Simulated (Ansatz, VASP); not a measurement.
**Si2Ni in VASP and in Ansatz**

```
Si Ni
1.0
     0.00000    2.72165    2.72165
     2.72165    0.00000    2.72165
     2.72165    2.72165    0.00000
Si Ni
2 1
Direct
  0.25000 0.25000 0.25000
  0.75000 0.75000 0.75000
  0.00000 0.00000 0.00000
```

Alike in both runs: task single point; functional PBE; k mesh 12 × 12 × 12; occupations gaussian, width 0.05 eV; collinear spin.

|  | VASP | Ansatz |
| --- | --- | --- |
| version | VASP 6.6.1 | Ansatz 0.2.0 |
| potentials or method | VASP PAW PBE potentials, release 64 (Si, Ni), cutoff 520 eV | scalar-relativistic, plane waves, PAW |
| valence electrons in the cell | 18 | 26 |

|  | VASP | Ansatz | Ansatz less VASP |
| --- | --- | --- | --- |
| gap on the k mesh at the Fermi level (eV) | none | none | - |
| pressure (GPa) | 0.0 | 0.0 | +0.05 |
| net moment per atom (μB) | 0.00 | 0.00 | 0.000 |

A gap of «none» marks a metal or a gap that the smearing closes. VASP's potentials hold 18 valence electrons a cell and Ansatz's 26, so a difference there can come from the potentials and not from the codes. Ansatz's warnings: seeded moment not kept.
